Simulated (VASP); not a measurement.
# MoS2 in VASP: notebook, part 2 of 2

VASP 6.6.1. Earlier steps stand in the parts before.

## Step 4: Single point, r2SCAN

Contents of POSCAR:

```
MoS2
1.0
    3.1841260000      0.0000000000      0.0000000000
   -1.5920630000      2.7575340000      0.0000000000
    0.0000000000      0.0000000000     17.3346000000
Mo S
1 2
Direct
    0.0000000000      0.0000000000      0.0000000000
    0.3333333333      0.6666666667      0.0894930000
    0.3333333333      0.6666666667      0.9105070000
```

Contents of INCAR.step1:

```
PREC     = Accurate       # precision mode
ENCUT    = 550            # plane-wave cutoff, eV
ISMEAR   = 1              # smearing method
SIGMA    = 0.15           # smearing width, eV
LREAL    = F              # projectors in reciprocal space
LASPH    = T              # aspherical terms in the spheres
NELM     = 120            # most SCF steps
NBANDS   = 20             # bands
GGA      = PE             # functional
ALGO     = Normal         # electronic algorithm
EDIFF    = 1E-5           # SCF threshold, eV
LWAVE    = T              # write WAVECAR
LCHARG   = F              # write CHGCAR
GGA_COMPAT= F
```

Contents of INCAR.step2:

```
PREC     = Accurate       # precision mode
ENCUT    = 550            # plane-wave cutoff, eV
EDIFF    = 1E-6           # SCF threshold, eV
ISMEAR   = 1              # smearing method
SIGMA    = 0.15           # smearing width, eV
LREAL    = F              # projectors in reciprocal space
LASPH    = T              # aspherical terms in the spheres
NELM     = 120            # most SCF steps
ALGO     = Normal         # electronic algorithm
ISIF     = 2              # what is computed and relaxed
LWAVE    = F              # write WAVECAR
LCHARG   = F              # write CHGCAR
METAGGA  = R2SCAN         # meta-GGA
LMIXTAU  = T            
NBANDS   = 20             # bands
ISTART   = 1            
GGA_COMPAT= F
```

Contents of KPOINTS:

```
regular mesh
0
Gamma
  9 9 1
```

Potentials or basis: VASP PAW PBE potentials, release 64 (Mo_sv, S).

The run is started by

```bash
$ cat potpaw_PBE.64/Mo_sv/POTCAR potpaw_PBE.64/S/POTCAR > POTCAR
$ cp INCAR.step1 INCAR
$ mpirun -np 1 vasp_std > vasp.out
$ cp INCAR.step2 INCAR
$ mpirun -np 1 vasp_std > vasp.out
```

OUTCAR:

```text
PREC = Accurate
   ENCUT = 550
   EDIFF = 1E-6
   ISMEAR = 1
   LREAL = F
   LASPH = T
   NELM = 120
   ISIF = 2
   METAGGA = R2SCAN
   ISTART = 1

 ion  position               nearest neighbor table
   1  0.000  0.000  0.000-   2 2.41   3 2.41   2 2.41   3 2.41   2 2.41   3 2.41
   2  0.333  0.667  0.089-   1 2.41   1 2.41   1 2.41
   3  0.333  0.667  0.911-   1 2.41   1 2.41   1 2.41

  LATTYP: Found a hexagonal cell.
 ALAT       =     3.1841260000
 C/A-ratio  =     5.4440684822

  Lattice vectors:

 A1 = (   3.1841260000,   0.0000000000,   0.0000000000)
 A2 = (  -1.5920630000,   2.7575340000,   0.0000000000)
 A3 = (   0.0000000000,   0.0000000000,  17.3346000000)

Analysis of symmetry for initial positions (statically):
=====================================================================
 Subroutine PRICEL returns:
 Original cell was already a primitive cell.

 Routine SETGRP: Setting up the symmetry group for a
 hexagonal supercell.

 Subroutine GETGRP returns: Found 12 space group operations
 (whereof 12 operations were pure point group operations)
 out of a pool of 24 trial point group operations.
[... 148 lines left out ...]
  free energy    TOTEN  =       -45.00009117 eV

  energy without entropy =      -45.00140966  energy(sigma->0) =      -45.00053067

 E-fermi :  -1.5101     XC(G=0):  -4.4186

 val. band max:       -1.5603769456   @ k =   0.0000   0.0000   0.0000
 cond. band min:       0.1211332930   @ k =   0.3333   0.3333   0.0000
 fundamental gap:      1.6815102387
 Fermi energy:        -1.5100841553

 k-point     1 :       0.0000    0.0000    0.0000
  band No.  band energies     occupation
      1     -64.4279      2.00000
      2     -37.8407      2.00000
      3     -37.6320      2.00000
      4     -37.6320      2.00000
      5     -16.4046      2.00000
      6     -14.9985      2.00000
[... 265 lines left out ...]
     19       6.5602      0.00000
     20       8.6703      0.00000

------------------------ aborting loop because EDIFF is reached ----------------------------------------

  FORCE on cell =-STRESS in cart. coord.  units (eV):
  Direction    XX          YY          ZZ          XY          YZ          ZX
  --------------------------------------------------------------------------------------
  -------------------------------------------------------------------------------------
  Total        0.0328939      0.0328939      0.0390256      0.0000000      0.0000000     -0.0000000
  in kB        0.3462588      0.3462587      0.4108049      0.0000000      0.0000000     -0.0000000
  external PRESSURE =       0.3677741 kB  Pullay stress =       0.0000000 kB

 VOLUME and BASIS-vectors are now :
 -----------------------------------------------------------------------------
  energy-cutoff  :      550.00
  volume of cell :      152.20
      direct lattice vectors                 reciprocal lattice vectors
     3.184126000  0.000000000  0.000000000     0.314057924  0.181321427  0.000000000
    -1.592063000  2.757534000  0.000000000     0.000000000  0.362642854  0.000000000
     0.000000000  0.000000000 17.334600000     0.000000000  0.000000000  0.057688092

 POSITION                                       TOTAL-FORCE (eV/Angst)
 -----------------------------------------------------------------------------------
      0.00000      0.00000      0.00000        -0.000000     -0.000000      0.000000
     -0.00000      1.83836      1.55133         0.000000     -0.000000      0.018763
     -0.00000      1.83836     15.78327        -0.000000      0.000000     -0.018763
 -----------------------------------------------------------------------------------
    total drift:                               -0.000002      0.000001     -0.000000

  FREE ENERGIE OF THE ION-ELECTRON SYSTEM (eV)
  ---------------------------------------------------
  free  energy   TOTEN  =       -45.0000911705 eV

  energy  without entropy=      -45.0014096579  energy(sigma->0) =      -45.00053067
```

OUTCAR.step1:

```text
PREC = Accurate
   ENCUT = 550
   ISMEAR = 1
   LREAL = F
[... 487 lines left out ...]
      0.00000      0.00000      0.00000         0.000000     -0.000000     -0.000000
     -0.00000      1.83836      1.55133        -0.000000      0.000000      0.204627
     -0.00000      1.83836     15.78327         0.000000      0.000000     -0.204627
 -----------------------------------------------------------------------------------
    total drift:                                0.000000     -0.000000     -0.000000

  FREE ENERGIE OF THE ION-ELECTRON SYSTEM (eV)
  ---------------------------------------------------
  free  energy   TOTEN  =       -21.8499906714 eV

  energy  without entropy=      -21.8512530757  energy(sigma->0) =      -21.85041147
```

OSZICAR.step1:

```text
N       E                     dE             d eps       ncg     rms          rms(c)
DAV:   1     0.165783070701E+03    0.16578E+03   -0.12577E+04   600   0.112E+03
DAV:   2    -0.126864602759E+02   -0.17847E+03   -0.17468E+03   656   0.262E+02
DAV:   3    -0.231975770669E+02   -0.10511E+02   -0.10431E+02   628   0.560E+01
[... 12 lines left out ...]
DAV:  16    -0.218498870084E+02   -0.21679E-04   -0.15343E-05   500   0.159E-02    0.376E-03
DAV:  17    -0.218499329902E+02   -0.45982E-04   -0.35517E-06   444   0.898E-03    0.155E-03
DAV:  18    -0.218499633984E+02   -0.30408E-04   -0.90496E-07   396   0.316E-03    0.280E-03
DAV:  19    -0.218499858324E+02   -0.22434E-04   -0.15288E-06   452   0.373E-03    0.705E-04
DAV:  20    -0.218499906714E+02   -0.48389E-05   -0.20016E-07   336   0.136E-03
   1 F= -.21849991E+02 E0= -.21850411E+02  d E =0.126240E-02
```

Wall time 4.5 min (1 thread of Intel Xeon 8259CL, shared host); peak memory 0.31 GiB.

What came out:

- Free energy: -45.0001 eV
- Largest force: 0.019 eV/Å
- Band gap on the k mesh: 1.68 eV (least direct gap 1.77 eV)

Forces on the atoms (eV/Å):
```
Mo   0.000  0.000  0.000
S    0.000  0.000  0.019
S    0.000  0.000 -0.019
```

Caveat: the PAW data sets were made with another functional, which shifts forces and pressure a little.

## Step 5: The runs side by side

```csv
level,cutoff (eV),gap on the mesh (eV),largest force (eV/Å)
BLYP,500,1.59,0.73
PBEsol,500,1.59,0.15
r2SCAN,550,1.68,0.02
```

Alike in all rows: task single point; potentials or basis VASP PAW PBE potentials, release 64 (Mo_sv, S); no spin polarisation; cell as given; k mesh 9 × 9 × 1; smearing methfessel-paxton 0.15 eV.

On the cell as given the gap runs from 1.59 eV (BLYP) to 1.68 eV (r2SCAN).

Caveats: the PAW data sets were made with another functional, which shifts forces and pressure a little.

Total energies depend on the potentials used, so only differences within one code and one set of settings carry meaning.
